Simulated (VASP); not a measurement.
# Ir (Fm-3m) in VASP: notebook

Runs on Ir. Level: PBE. Tasks: single point, relaxation of cell and atoms.

All numbers are computed with VASP 6.6.1; they aren't measurements. Logs are shortened: lines on timing, memory, paths and dates and some standing lists are left out, and cuts for length are marked.

### 1 The cell of the first run

The structure is cubic, space group Fm-3m (No. 225). The conventional cell has a = 3.870 Å, b = 3.870 Å, c = 3.870 Å, α = 90.00°, β = 90.00°, γ = 90.00°. Within 3.6 Å of Ir (site symmetry m-3m) lie 12 Ir at 2.74 Å.

### 2 Single point, PBE

The input, INCAR:

```
  ALGO = Normal
  EDIFF = 1E-6
  ENCUT = 520
  GGA = PE
  ISIF = 2
  ISMEAR = 0
  LASPH = True
  LCHARG = False
  LREAL = False
  LWAVE = False
  NBANDS = 10
  NELM = 100
  PREC = Accurate
  SIGMA = 0.1
```

The input, KPOINTS:

```
k-points
0
Gamma
  18 18 18
```

The input, POSCAR:

```
Ir
1.0
    0.0000000000      1.9351816161      1.9351816161
    1.9351816161      0.0000000000      1.9351816161
    1.9351816161      1.9351816161      0.0000000000
Ir
1
Direct
    0.0000000000      0.0000000000      0.0000000000
```

Potentials or basis: VASP PAW PBE potentials, release 64 (Ir).

On the command line:

```console
> cat potpaw_PBE.64/Ir/POTCAR > POTCAR
> mpirun -np 1 vasp_std > vasp.out
```

OUTCAR:

```text
EDIFF = 1E-6
   ENCUT = 520
   GGA = PE
   ISIF = 2
   ISMEAR = 0
   LASPH = True
   LREAL = False
   NELM = 100
   PREC = Accurate

 ion  position               nearest neighbor table
   1  0.000  0.000  0.000-

  LATTYP: Found a face centered cubic cell.
 ALAT       =     3.8703632322

  Lattice vectors:

 A1 = (   0.0000000000,   1.9351816161,   1.9351816161)
 A2 = (   1.9351816161,   0.0000000000,   1.9351816161)
 A3 = (   1.9351816161,   1.9351816161,   0.0000000000)

Analysis of symmetry for initial positions (statically):
=====================================================================
 Subroutine PRICEL returns:
 Original cell was already a primitive cell.

 Routine SETGRP: Setting up the symmetry group for a
 face centered cubic supercell.

 Subroutine GETGRP returns: Found 48 space group operations
 (whereof 48 operations were pure point group operations)
 out of a pool of 48 trial point group operations.

The static configuration has the point symmetry O_h .

Analysis of symmetry for dynamics (positions and initial velocities):
=====================================================================
 Subroutine PRICEL returns:
 Original cell was already a primitive cell.

 Routine SETGRP: Setting up the symmetry group for a
 face centered cubic supercell.

 Subroutine GETGRP returns: Found 48 space group operations
 (whereof 48 operations were pure point group operations)
 out of a pool of 48 trial point group operations.

The dynamic configuration has the point symmetry O_h .

 Subroutine INISYM returns: Found 48 space group operations
 (whereof 48 operations are pure point group operations),
 and found     1 'primitive' translations

----------------------------------------------------------------------------------------

                                     Primitive cell

  volume of cell :      14.4942

  direct lattice vectors                    reciprocal lattice vectors
     0.000000000  1.935181616  1.935181616    -0.258373682  0.258373682  0.258373682
     1.935181616  0.000000000  1.935181616     0.258373682 -0.258373682  0.258373682
     1.935181616  1.935181616  0.000000000     0.258373682  0.258373682 -0.258373682

  length of vectors
     2.736760087  2.736760087  2.736760087     0.447516345  0.447516345  0.447516345

  position of ions in fractional coordinates (direct lattice)
     0.000000000  0.000000000  0.000000000

  ion indices of the primitive-cell ions
   primitive index   ion index
                 1           1

----------------------------------------------------------------------------------------

 KPOINTS: k-points

Automatic generation of k-mesh.
 Grid dimensions read from file:
 generate k-points for:   18   18   18

 Generating k-lattice:

  Cartesian coordinates                     Fractional coordinates (reciprocal lattice)
    -0.014354093  0.014354093  0.014354093     0.055555556  0.000000000  0.000000000
     0.014354093 -0.014354093  0.014354093     0.000000000  0.055555556  0.000000000
     0.014354093  0.014354093 -0.014354093     0.000000000  0.000000000  0.055555556

  Length of vectors
     0.024862019  0.024862019  0.024862019

  Shift w.r.t. Gamma in fractional coordinates (k-lattice)
     0.000000000  0.000000000  0.000000000

 Subroutine IBZKPT returns following result:
 ===========================================

 Found    195 irreducible k-points:

 Following reciprocal coordinates:
            Coordinates               Weight
  0.000000  0.000000  0.000000      1.000000
  0.055556  0.000000  0.000000      8.000000
  0.111111  0.000000  0.000000      8.000000
  0.166667  0.000000  0.000000      8.000000
  0.222222  0.000000  0.000000      8.000000
  0.277778  0.000000  0.000000      8.000000
[... 16 lines left out ...]
 -0.277778  0.055556  0.000000     24.000000
 -0.222222  0.055556  0.000000     24.000000
 [... further k-points ...]
   k-points           NKPTS =    195   k-points in BZ     NKDIM =    195   number of bands    NBANDS=     10
   number of dos      NEDOS =    301   number of ions     NIONS =      1
   total plane-waves  NPLWV =   8000
   dimension x,y,z NGX =    20 NGY =   20 NGZ =   20
   dimension x,y,z NGXF=    40 NGYF=   40 NGZF=   40
   ions per type =               1
   NGX,Y,Z   is equivalent  to a cutoff of  12.15, 12.15, 12.15 a.u.
   NGXF,Y,Z  is equivalent  to a cutoff of  24.30, 24.30, 24.30 a.u.
 SYSTEM =  unknown system
   PREC   = accura    normal or accurate (medium, high low for compatibility)
   ISTART =      0    job   : 0-new  1-cont  2-samecut
   ICHARG =      2    charge: 1-file 2-atom 10-const
   ISPIN  =      1    spin polarized calculation?
   LNONCOLLINEAR =      F non collinear calculations
   LSORBIT =      F    spin-orbit coupling
   LASPH  =      T    aspherical Exc in radial PAW
   ENCUT  =  520.0 eV  38.22 Ry    6.18 a.u.   5.09  5.09  5.09*2*pi/ulx,y,z
   NELM   =    100;   NELMIN=  2; NELMDL= -5     # of ELM steps
   EDIFF  = 0.1E-05   stopping-criterion for ELM
   LREAL  =      F    real-space projection
   EDIFFG = 0.1E-04   stopping-criterion for IOM
   NSW    =      0    number of steps for IOM
   IBRION =     -1    ionic relax: 0-MD 1-quasi-New 2-CG
   NFREE  =      0    steps in history (QN), initial steepest desc. (CG)
   ISIF   =      2    stress and relaxation
   ISYM   =      2    0-nonsym 1-usesym 2-fastsym
   POTIM  = 0.5000    time-step for ionic-motion
   TEBEG  =    0.0;   TEEND  =   0.0 temperature during run
   PSTRESS=    0.0 pullay stress
   NELECT =       9.0000    total number of electrons
   NUPDOWN=      -1.0000    fix difference up-down
   EMIN   =  10.00;   EMAX   =-10.00  energy-range for DOS
   EFERMI =   0.00;   METHOD = LEGACY
   ISMEAR =     0;   SIGMA  =   0.10  broadening in eV -4-tet -1-fermi 0-gaus
   EFERMI_NEDOS =   21; number of points for ismear=-14 and -15
   IALGO  =     38    algorithm
   IMIX   =      4    mixing-type and parameters
     AMIX     =   0.40;   BMIX     =  1.00
     AMIX_MAG =   1.60;   BMIX_MAG =  1.00
  volume/ion in A,a.u.               =      14.49        97.81
  Fermi-wavevector in a.u.,A,eV,Ry     =   1.396660  2.639304 26.540318  1.950658
  Thomas-Fermi vector in A             =   2.519992
   LORBIT       =      0    0 simple, 1 ext, 2 COOP (PROOUT), +10 PAW based schemes
   GGA     = PE    functional components
   LHFCALC =     F    Hartree Fock is set to
   AEXX    =    0.0000 exact exchange contribution
   IVDW    =     0    specifies the selected vdW correction
   LEPSILON=     F    determine dielectric tensor
   LRPA    =     F    only Hartree local field effects (RPA)
 non-spin polarized calculation
 Gauss-broadening in eV      SIGMA  =   0.10
  energy-cutoff  :      520.00
  volume of cell :       14.49
 maximum number of plane-waves:       397
   NGX = 11   NGY = 11   NGZ = 11

 number of electron       9.0000000 magnetization

 Free energy of the ion-electron system (eV)
  ---------------------------------------------------
  ext. energy  EPLUGINS =         0.00000000
  ---------------------------------------------------
  free energy    TOTEN  =        -8.85374785 eV

  energy without entropy =       -8.84838831  energy(sigma->0) =       -8.85106808

 E-fermi :  10.0209     XC(G=0): -13.8440

 val. band max:       10.0181435929   @ k =   0.5000   0.2222   0.1111
 cond. band min:      10.0253441241   @ k =   0.3333   0.1111   0.0556
 fundamental gap:      0.0072005312
 Fermi energy:        10.0208905613

 k-point     1 :       0.0000    0.0000    0.0000
  band No.  band energies     occupation
      1      -0.8697      2.00000
      2       6.2459      2.00000
      3       6.2459      2.00000
      4       6.2459      2.00000
      5       8.8324      2.00000
      6       8.8324      2.00000
      7      24.3613      0.00000
      8      29.8036      0.00000
      9      29.8036      0.00000
     10      29.8036      0.00000

 k-point     2 :       0.0556    0.0000    0.0000
  band No.  band energies     occupation
      1      -0.7356      2.00000
      2       6.1750      2.00000
      3       6.3039      2.00000
      4       6.3039      2.00000
      5       8.7954      2.00000
      6       8.7954      2.00000
      7      24.5908      0.00000
      8      29.0655      0.00000
      9      30.0216      0.00000
     10      30.0216      0.00000

 k-point     3 :       0.1111    0.0000    0.0000
  band No.  band energies     occupation
      1      -0.3466      2.00000
      2       5.9928      2.00000
      3       6.4558      2.00000
      4       6.4558      2.00000
      5       8.7149      2.00000
      6       8.7149      2.00000
      7      25.2209      0.00000
      8      27.6152      0.00000
      9      30.6551      0.00000
     10      30.6551      0.00000

 k-point     4 :       0.1667    0.0000    0.0000
  band No.  band energies     occupation
      1       0.2511      2.00000
      2       5.7854      2.00000
      3       6.6264      2.00000
      4       6.6264      2.00000
      5       8.6855      2.00000
      6       8.6855      2.00000
      7      25.8968      0.00000
      8      26.2152      0.00000
      9      31.6418      0.00000
     10      31.6418      0.00000
[... 222 lines left out ...]
 k-point    22 :      -0.3333    0.0556    0.0000
  band No.  band energies     occupation
      1       2.1736      2.00000
      2       6.3378      2.00000
      3       6.4733      2.00000
      4       6.7352      2.00000
      5       9.6275      2.00000
      6      10.4935      0.00000
      7      20.5078      0.00000
      8      25.2824      0.00000
      9      30.4334      0.00000
     10      32.4890      0.00000

 k-point    23 :      -0.2778    0.0556    0.0000
  band No.  band energies     occupation
      1       1.8777      2.00000
      2       5.9275      2.00000
      3       6.5454      2.00000
      4       6.6489      2.00000
      5       9.0283      2.00000
      6       9.9062      1.89504
      7      22.3630      0.00000
      8      26.2112      0.00000
      9      31.4417      0.00000
     10      33.5857      0.00000

 k-point    24 :      -0.2222    0.0556    0.0000
  band No.  band energies     occupation
      1       1.3028      2.00000
      2       5.6010      2.00000
      3       6.6873      2.00000
      4       6.7765      2.00000
      5       8.5614      2.00000
      6       9.3860      2.00000
      7      24.0460      0.00000
      8      26.8200      0.00000
      9      31.7793      0.00000
     10      33.0171      0.00000

 [... further k-points ...]
[... 5 lines left out ...]
  --------------------------------------------------------------------------------------
  -------------------------------------------------------------------------------------
  Total        0.0506312      0.0506312      0.0506312      0.0000000      0.0000000      0.0000000
  in kB        5.5967208      5.5967208      5.5967208      0.0000000      0.0000000      0.0000000
  external PRESSURE =       5.5967208 kB  Pullay stress =       0.0000000 kB

 VOLUME and BASIS-vectors are now :
 -----------------------------------------------------------------------------
  energy-cutoff  :      520.00
  volume of cell :       14.49
      direct lattice vectors                 reciprocal lattice vectors
     0.000000000  1.935181616  1.935181616    -0.258373682  0.258373682  0.258373682
     1.935181616  0.000000000  1.935181616     0.258373682 -0.258373682  0.258373682
     1.935181616  1.935181616  0.000000000     0.258373682  0.258373682 -0.258373682

 POSITION                                       TOTAL-FORCE (eV/Angst)
 -----------------------------------------------------------------------------------
      0.00000      0.00000      0.00000         0.000000      0.000000      0.000000
 -----------------------------------------------------------------------------------
    total drift:                                0.000000      0.000000      0.000000

  FREE ENERGIE OF THE ION-ELECTRON SYSTEM (eV)
  ---------------------------------------------------
  free  energy   TOTEN  =        -8.8537478463 eV

  energy  without entropy=       -8.8483883126  energy(sigma->0) =       -8.85106808
```

It took 8.1 s on 1 thread of Intel Xeon 6975P-C (Granite Rapids), shared host; peak memory 0.14 GiB.

Results:

```
Free energy : -8.8537 eV
Pressure    : 0.6 GPa
```

Caveat: spin-orbit coupling is left out, which moves the levels of the heavy elements.

### 3 Relaxation of cell and atoms, PBE

This run uses another cell than the first one, of 14.55 Å³/atom, 1.004 times its volume.

The input, INCAR:

```
PREC     = Accurate       # precision mode
ENCUT    = 600            # plane-wave cutoff, eV
EDIFF    = 1E-7           # SCF threshold, eV
ISMEAR   = 0              # smearing method
SIGMA    = 0.1            # smearing width, eV
LREAL    = False          # projectors in reciprocal space
LASPH    = True           # aspherical terms in the spheres
NELM     = 100            # most SCF steps
ALGO     = Normal         # electronic algorithm
ISIF     = 3              # what is computed and relaxed
LWAVE    = False          # write WAVECAR
LCHARG   = False          # write CHGCAR
GGA      = PE             # functional
IBRION   = 2              # ionic algorithm
NSW      = 100            # ionic steps
EDIFFG   = -0.005         # ionic threshold
```

The input, KPOINTS:

```
Automatic mesh
0
Gamma
  18 18 18
```

The input, POSCAR:

```
Ir
1.0
    0.0000000000      1.9377903887      1.9377903887
    1.9377903887      0.0000000000      1.9377903887
    1.9377903887      1.9377903887      0.0000000000
Ir
1
Direct
    0.0000000000      0.0000000000      0.0000000000
```

Potentials or basis: VASP PAW PBE potentials, release 64 (Ir).

On the command line:

```console
> cat potpaw_PBE.64/Ir/POTCAR > POTCAR
> mpirun -np 1 vasp_std > vasp.out
```

OUTCAR:

```text
PREC = Accurate
   ENCUT = 600
   EDIFF = 1E-7
   ISMEAR = 0
   LREAL = False
   LASPH = True
   NELM = 100
   ISIF = 3
   GGA = PE
   IBRION = 2
   NSW = 100
   EDIFFG = -0.005

 ion  position               nearest neighbor table
   1  0.000  0.000  0.000-

  LATTYP: Found a face centered cubic cell.
 ALAT       =     3.8755807774

  Lattice vectors:

 A1 = (   0.0000000000,   1.9377903887,   1.9377903887)
 A2 = (   1.9377903887,   0.0000000000,   1.9377903887)
 A3 = (   1.9377903887,   1.9377903887,   0.0000000000)

Analysis of symmetry for initial positions (statically):
=====================================================================
 Subroutine PRICEL returns:
 Original cell was already a primitive cell.

 Routine SETGRP: Setting up the symmetry group for a
 face centered cubic supercell.

 Subroutine GETGRP returns: Found 48 space group operations
 (whereof 48 operations were pure point group operations)
 out of a pool of 48 trial point group operations.

The static configuration has the point symmetry O_h .

Analysis of symmetry for dynamics (positions and initial velocities):
=====================================================================
 Subroutine PRICEL returns:
 Original cell was already a primitive cell.
[... 162 lines left out ...]
  --------------------------------------------------------------------------------------
  -------------------------------------------------------------------------------------
  Total       -0.0688470     -0.0688470     -0.0688470     -0.0000000     -0.0000000      0.0000000
  in kB       -7.5795792     -7.5795792     -7.5795792     -0.0000000     -0.0000000      0.0000000
  external PRESSURE =      -7.5795792 kB  Pullay stress =       0.0000000 kB
[... 22 lines left out ...]
--------------------------------------- Ionic step        2  -------------------------------------------

 number of electron       9.0000000 magnetization

 E-fermi :  10.1230     XC(G=0): -13.8793

 val. band max:       10.1198463092   @ k =   0.5000   0.2222   0.1111
 cond. band min:      10.1278455445   @ k =   0.3333   0.1111   0.0556
 fundamental gap:      0.0079992354
 Fermi energy:        10.1230455575

 k-point     1 :       0.0000    0.0000    0.0000
  band No.  band energies     occupation
      1      -0.8322      2.00000
      2       6.3128      2.00000
      3       6.3128      2.00000
      4       6.3128      2.00000
      5       8.9241      2.00000
      6       8.9241      2.00000
      7      24.4517      0.00000
      8      29.9291      0.00000
[... 287 lines left out ...]
--------------------------------------- Ionic step        3  -------------------------------------------

 number of electron       9.0000000 magnetization

 Free energy of the ion-electron system (eV)
  ---------------------------------------------------
  ext. energy  EPLUGINS =         0.00000000
  ---------------------------------------------------
  free energy    TOTEN  =        -8.85401073 eV

  energy without entropy =       -8.84863149  energy(sigma->0) =       -8.85132111

 E-fermi :   9.9895     XC(G=0): -13.8331

 val. band max:        9.9868721364   @ k =   0.5000   0.2222   0.1111
 cond. band min:       9.9938027380   @ k =   0.3333   0.1111   0.0556
 fundamental gap:      0.0069306016
 Fermi energy:         9.9894706490

 k-point     1 :       0.0000    0.0000    0.0000
  band No.  band energies     occupation
      1      -0.8813      2.00000
      2       6.2253      2.00000
      3       6.2253      2.00000
      4       6.2253      2.00000
      5       8.8043      2.00000
      6       8.8043      2.00000
      7      24.3335      0.00000
      8      29.7651      0.00000
[... 281 lines left out ...]
  FREE ENERGIE OF THE ION-ELECTRON SYSTEM (eV)
  ---------------------------------------------------
  free  energy   TOTEN  =        -8.8540107290 eV

  energy  without entropy=       -8.8486314909  energy(sigma->0) =       -8.85132111

 reached required accuracy - stopping structural energy minimisation
```

OSZICAR:

```text
N       E                     dE             d eps       ncg     rms          rms(c)
DAV:   1     0.472750831432E+02    0.47275E+02   -0.48671E+03  3128   0.115E+03
DAV:   2    -0.869189394874E+01   -0.55967E+02   -0.54538E+02  3136   0.216E+02
[... 19 lines left out ...]
DAV:   1    -0.885705783858E+01   -0.40032E-02   -0.11662E-01  3352   0.564E+00    0.474E-01
DAV:   2    -0.885430894782E+01    0.27489E-02   -0.72443E-03  3432   0.117E+00    0.176E-01
DAV:   3    -0.885401112170E+01    0.29783E-03   -0.13697E-03  3824   0.464E-01    0.600E-02
DAV:   4    -0.885401028636E+01    0.83534E-06   -0.29158E-05  4088   0.595E-02    0.399E-03
DAV:   5    -0.885401061318E+01   -0.32681E-06   -0.62722E-07  4288   0.629E-03    0.145E-03
DAV:   6    -0.885401072725E+01   -0.11407E-06   -0.30965E-08  2200   0.152E-03    0.136E-04
DAV:   7    -0.885401072899E+01   -0.17426E-08   -0.15043E-09  1640   0.456E-04
   3 F= -.88540107E+01 E0= -.88513211E+01  d E =-.792425E-04
```

Run time: 17 s. Hardware: 1 thread of Intel Xeon 6975P-C (Granite Rapids), shared host; peak memory 0.17 GiB.

Results:

- Free energy: -8.8540 eV
- Relaxed volume: 14.52 Å³/atom
- Relaxed cell: a = 2.738 Å, b = 2.738 Å, c = 2.738 Å, α = 60.00°, β = 60.00°, γ = 60.00°
- Space group after relaxing (to 0.05 Å): Fm-3m (No. 225)
- Energy gained by relaxing: 0.1 meV/atom
- Ionic steps: 3
- Pressure after relaxing: 0.0 GPa

Final structure:
```yaml
crystal:
  lattice:
    - [0.00000, 1.93636, 1.93636]
    - [1.93636, 0.00000, 1.93636]
    - [1.93636, 1.93636, 0.00000]
  atoms:
    - { symbol: Ir, position: [0.00000, 0.00000, 0.00000] }
```

Levels at points of the mesh, in eV from the Fermi level:
```tsv
k point	band 2	band 3	band 4	band 5	band 6	band 7
(0.00, 0.00, 0.00)	-3.76	-3.76	-3.76	-1.19	-1.19	14.34
(0.50, 0.00, 0.00)	-3.86	-3.86	-0.72	0.82	0.82	6.97
(0.50, 0.50, 0.00)	-7.09	0.79	1.37	1.37	1.67	10.13
```

Caveat: spin-orbit coupling is left out, which moves the levels of the heavy elements.

(Continued in part 2 of 2.)
